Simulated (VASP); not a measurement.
# C in VASP: a series of runs, part 2 of 2

VASP 6.6.1.

## (4) Single point, LDA (atom 1 (C) moved by (+0.100, +0.000) A along [1 1 0] and z)

Contents of INCAR:

```
SYSTEM = C
ALGO = Normal
EDIFF = 1E-6
ENCUT = 520
ISIF = 2
ISMEAR = 0
LASPH = .True.
LCHARG = .False.
LREAL = .False.
LWAVE = .False.
NBANDS = 11
NELM = 100
PREC = Accurate
SIGMA = 0.15
```

Contents of KPOINTS:

```
k-points
0
Gamma
  24 24 6
  0 0 0
```

Contents of POSCAR:

```
C
1.0
    2.4561701622      0.0000000000      0.0000000000
   -1.2280850811      2.1271057565      0.0000000000
    0.0000000000      0.0000000000      8.5238033600
C
2
Direct
    0.3787436672      0.6999093383      0.0000000000
    0.6666666667      0.3333333333      0.0000000000
```

Potentials or basis: VASP PAW LDA potentials, release 64 (C).

The run is started by

```console
$ cat potpaw_LDA.64/C/POTCAR > POTCAR
$ mpirun -np 1 vasp_std > vasp.out
```

OUTCAR:

```text
SYSTEM = C
   EDIFF = 1E-6
   ENCUT = 520
   ISIF = 2
   ISMEAR = 0
   LASPH = .True.
   LREAL = .False.
   NELM = 100
   PREC = Accurate

 ion  position               nearest neighbor table
   1  0.379  0.700  0.000-   2 1.35   2 1.40   2 1.51
   2  0.667  0.333  0.000-   1 1.35   1 1.40   1 1.51

  LATTYP: Found a hexagonal cell.
 ALAT       =     2.4561701622
 C/A-ratio  =     3.4703635323

  Lattice vectors:

 A1 = (   2.4561701622,   0.0000000000,   0.0000000000)
 A2 = (  -1.2280850811,   2.1271057565,   0.0000000000)
 A3 = (   0.0000000000,   0.0000000000,   8.5238033600)

Analysis of symmetry for initial positions (statically):
=====================================================================
 Subroutine PRICEL returns:
 Original cell was already a primitive cell.

 Routine SETGRP: Setting up the symmetry group for a
 hexagonal supercell.

 Subroutine GETGRP returns: Found  4 space group operations
 (whereof  2 operations were pure point group operations)
 out of a pool of 24 trial point group operations.

The static configuration has the point symmetry C_1h.
 The point group associated with its full space group is C_2h.

Analysis of symmetry for dynamics (positions and initial velocities):
=====================================================================
 Subroutine PRICEL returns:
 Original cell was already a primitive cell.

 Routine SETGRP: Setting up the symmetry group for a
 hexagonal supercell.

 Subroutine GETGRP returns: Found  4 space group operations
 (whereof  2 operations were pure point group operations)
 out of a pool of 24 trial point group operations.

The dynamic configuration has the point symmetry C_1h.
 The point group associated with its full space group is C_2h.

 Subroutine INISYM returns: Found  4 space group operations
 (whereof  2 operations are pure point group operations),
 and found     1 'primitive' translations

----------------------------------------------------------------------------------------

                                     Primitive cell

  volume of cell :      44.5329

  direct lattice vectors                    reciprocal lattice vectors
     2.456170162  0.000000000  0.000000000     0.407137916  0.235061185  0.000000000
    -1.228085081  2.127105756  0.000000000     0.000000000  0.470122370  0.000000000
     0.000000000  0.000000000  8.523803360     0.000000000  0.000000000  0.117318521

  length of vectors
     2.456170162  2.456170162  8.523803360     0.470122370  0.470122370  0.117318521

  position of ions in fractional coordinates (direct lattice)
     0.378743667  0.699909338  0.000000000
     0.666666667  0.333333333  0.000000000

  ion indices of the primitive-cell ions
   primitive index   ion index
                 1           1
                 2           2

----------------------------------------------------------------------------------------

 KPOINTS: k-points

Automatic generation of k-mesh.
 Grid dimensions read from file:
 generate k-points for:   24   24    6

[... 22 lines left out ...]
  0.000000  0.041667  0.000000      2.000000
 -0.041667  0.041667  0.000000      2.000000
  0.083333  0.000000  0.000000      2.000000
  0.000000  0.083333  0.000000      2.000000
[... 16 lines left out ...]
  0.333333 -0.000000  0.000000      2.000000
  0.000000  0.333333  0.000000      2.000000
 [... further k-points ...]
   k-points           NKPTS =   1160   k-points in BZ     NKDIM =   1160   number of bands    NBANDS=     11
   number of dos      NEDOS =    301   number of ions     NIONS =      2
   total plane-waves  NPLWV =  20736
   dimension x,y,z NGX =    18 NGY =   18 NGZ =   64
   dimension x,y,z NGXF=    36 NGYF=   36 NGZF=  128
   ions per type =               2
   NGX,Y,Z   is equivalent  to a cutoff of  12.18, 12.18, 12.48 a.u.
   NGXF,Y,Z  is equivalent  to a cutoff of  24.37, 24.37, 24.96 a.u.
 SYSTEM =  C
   PREC   = accura    normal or accurate (medium, high low for compatibility)
   ISTART =      0    job   : 0-new  1-cont  2-samecut
   ICHARG =      2    charge: 1-file 2-atom 10-const
   ISPIN  =      1    spin polarized calculation?
   LNONCOLLINEAR =      F non collinear calculations
   LSORBIT =      F    spin-orbit coupling
   LASPH  =      T    aspherical Exc in radial PAW
   ENCUT  =  520.0 eV  38.22 Ry    6.18 a.u.   4.57  4.57 15.85*2*pi/ulx,y,z
   NELM   =    100;   NELMIN=  2; NELMDL= -5     # of ELM steps
   EDIFF  = 0.1E-05   stopping-criterion for ELM
   LREAL  =      F    real-space projection
   EDIFFG = 0.1E-04   stopping-criterion for IOM
   NSW    =      0    number of steps for IOM
   IBRION =     -1    ionic relax: 0-MD 1-quasi-New 2-CG
   NFREE  =      0    steps in history (QN), initial steepest desc. (CG)
   ISIF   =      2    stress and relaxation
   ISYM   =      2    0-nonsym 1-usesym 2-fastsym
   POTIM  = 0.5000    time-step for ionic-motion
   TEBEG  =    0.0;   TEEND  =   0.0 temperature during run
   PSTRESS=    0.0 pullay stress
   NELECT =       8.0000    total number of electrons
   NUPDOWN=      -1.0000    fix difference up-down
   EMIN   =  10.00;   EMAX   =-10.00  energy-range for DOS
   EFERMI =   0.00;   METHOD = LEGACY
   ISMEAR =     0;   SIGMA  =   0.15  broadening in eV -4-tet -1-fermi 0-gaus
   EFERMI_NEDOS =   21; number of points for ismear=-14 and -15
   IALGO  =     38    algorithm
   IMIX   =      4    mixing-type and parameters
     AMIX     =   0.40;   BMIX     =  1.00
     AMIX_MAG =   1.60;   BMIX_MAG =  1.00
  volume/ion in A,a.u.               =      22.27       150.26
  Fermi-wavevector in a.u.,A,eV,Ry     =   0.923729  1.745594 11.609511  0.853275
  Thomas-Fermi vector in A             =   2.049397
   LORBIT       =      0    0 simple, 1 ext, 2 COOP (PROOUT), +10 PAW based schemes
   GGA     = CA    functional components
   LHFCALC =     F    Hartree Fock is set to
   AEXX    =    0.0000 exact exchange contribution
   IVDW    =     0    specifies the selected vdW correction
   LEPSILON=     F    determine dielectric tensor
   LRPA    =     F    only Hartree local field effects (RPA)
 non-spin polarized calculation
 Gauss-broadening in eV      SIGMA  =   0.15
  energy-cutoff  :      520.00
  volume of cell :       44.53
 maximum number of plane-waves:      1223
   NGX =  9   NGY =  9   NGZ = 31

 number of electron       7.9999999 magnetization

 Free energy of the ion-electron system (eV)
  ---------------------------------------------------
  ext. energy  EPLUGINS =         0.00000000
  ---------------------------------------------------
  free energy    TOTEN  =       -19.91740581 eV

  energy without entropy =      -19.91693560  energy(sigma->0) =      -19.91717071

 E-fermi :  -0.9598     XC(G=0):  -5.1073

 val. band max:       -1.0306345102   @ k =  -0.2917  -0.3750   0.0000
 cond. band min:      -0.8890036022   @ k =  -0.2917  -0.3750   0.5000
 fundamental gap:      0.1416309080
 Fermi energy:        -0.9598281763

 k-point     1 :       0.0000    0.0000    0.0000
  band No.  band energies     occupation
      1     -20.2903      2.00000
      2      -8.6319      2.00000
      3      -5.3857      2.00000
      4      -2.3207      2.00000
      5       2.2394      0.00000
      6       4.5729      0.00000
      7       5.4819      0.00000
      8       6.2010      0.00000
      9       9.4223      0.00000
     10      10.6591      0.00000
     11      12.2434      0.00000
[... 309 lines left out ...]
 k-point    24 :       0.0000    0.3333    0.0000
  band No.  band energies     occupation
      1     -17.7470      2.00000
      2     -10.8851      2.00000
      3      -6.0401      2.00000
      4      -5.4925      2.00000
      5       3.6943      0.00000
      6       5.7975      0.00000
      7       6.9016      0.00000
      8       8.0518      0.00000
      9       9.7169      0.00000
     10      14.7340      0.00000
     11      15.0969      0.00000

 [... further k-points ...]

------------------------ aborting loop because EDIFF is reached ----------------------------------------

  FORCE on cell =-STRESS in cart. coord.  units (eV):
  Direction    XX          YY          ZZ          XY          YZ          ZX
  --------------------------------------------------------------------------------------
  -------------------------------------------------------------------------------------
  Total       -0.7231343      1.0732398     -0.0137842     -0.7779205      0.0000000      0.0000000
  in kB      -26.0164818     38.6123646     -0.4959188    -27.9875489      0.0000000      0.0000000
  external PRESSURE =       4.0333213 kB  Pullay stress =       0.0000000 kB

 VOLUME and BASIS-vectors are now :
 -----------------------------------------------------------------------------
  energy-cutoff  :      520.00
  volume of cell :       44.53
      direct lattice vectors                 reciprocal lattice vectors
     2.456170162  0.000000000  0.000000000     0.407137916  0.235061185  0.000000000
    -1.228085081  2.127105756  0.000000000     0.000000000  0.470122370  0.000000000
     0.000000000  0.000000000  8.523803360     0.000000000  0.000000000  0.117318521

 POSITION                                       TOTAL-FORCE (eV/Angst)
 -----------------------------------------------------------------------------------
      0.07071      1.48878      0.00000        -3.188664     -3.861539      0.000000
      1.22809      0.70904      0.00000         3.188664      3.861539      0.000000
 -----------------------------------------------------------------------------------
    total drift:                                0.000003      0.000004      0.000000

  FREE ENERGIE OF THE ION-ELECTRON SYSTEM (eV)
  ---------------------------------------------------
  free  energy   TOTEN  =       -19.9174058140 eV

  energy  without entropy=      -19.9169356012  energy(sigma->0) =      -19.91717071
```

OSZICAR:

```text
N       E                     dE             d eps       ncg     rms          rms(c)
DAV:   1     0.221816262464E+02    0.22182E+02   -0.36896E+03 25592   0.584E+02
DAV:   2    -0.195434364499E+02   -0.41725E+02   -0.39597E+02 34085   0.131E+02
DAV:   3    -0.214478369461E+02   -0.19044E+01   -0.18959E+01 32343   0.273E+01
DAV:   4    -0.214673248598E+02   -0.19488E-01   -0.19482E-01 34807   0.340E+00
DAV:   5    -0.214674724599E+02   -0.14760E-03   -0.14758E-03 32552   0.255E-01    0.671E+00
DAV:   6    -0.203335869780E+02    0.11339E+01   -0.97965E-01 29433   0.570E+00    0.381E+00
DAV:   7    -0.199256428819E+02    0.40794E+00   -0.12006E+00 30947   0.629E+00    0.101E+00
DAV:   8    -0.199172553396E+02    0.83875E-02   -0.36673E-02 29993   0.115E+00    0.232E-01
DAV:   9    -0.199164060453E+02    0.84929E-03   -0.87129E-04 32071   0.191E-01    0.162E-01
DAV:  10    -0.199158924877E+02    0.51356E-03   -0.37641E-03 28435   0.261E-01    0.139E-01
DAV:  11    -0.199164526580E+02   -0.56017E-03   -0.37299E-04 29055   0.101E-01    0.555E-02
DAV:  12    -0.199173151452E+02   -0.86249E-03   -0.19642E-04 27122   0.760E-02    0.265E-02
DAV:  13    -0.199173493895E+02   -0.34244E-04   -0.34325E-06 29443   0.133E-02    0.101E-02
DAV:  14    -0.199174040560E+02   -0.54666E-04   -0.44866E-06 26623   0.985E-03    0.127E-03
DAV:  15    -0.199174051919E+02   -0.11359E-05   -0.79600E-08 29958   0.185E-03    0.105E-03
DAV:  16    -0.199174058140E+02   -0.62206E-06   -0.47751E-08 26730   0.116E-03
   1 F= -.19917406E+02 E0= -.19917171E+02  d E =-.470213E-03
```

Run time: 3.1 min. Hardware: 1 thread of Intel Xeon 6975P-C (Granite Rapids), shared host; peak memory 0.5 GiB.

What came out:

| Property | Result |
| --- | --- |
| Free energy | -19.9174 eV |
| Largest force | 5.008 eV/Å |

Forces in eV/Å, atoms in the order of the input:
```
C   -3.189 -3.862  0.000
C    3.189  3.862  0.000
```

Caveat: the cell differs from its parent crystal (atom 1 (C) moved by (+0.100, +0.000) A along [1 1 0] and z).

## (5) Summary

| cell | largest force (eV/Å) |
| --- | --- |
| as given, atomic positions A | 1.78 |
| as given, atomic positions B | 5.96 |
| as given, atomic positions C | 5.01 |

Alike in all rows: task single point; level LDA; potentials or basis VASP PAW LDA potentials, release 64 (C); no spin polarisation; k mesh 24 × 24 × 6; cutoff (eV) 520; smearing gaussian 0.15 eV.

Absolute energies hang on the potentials; compare differences alone.
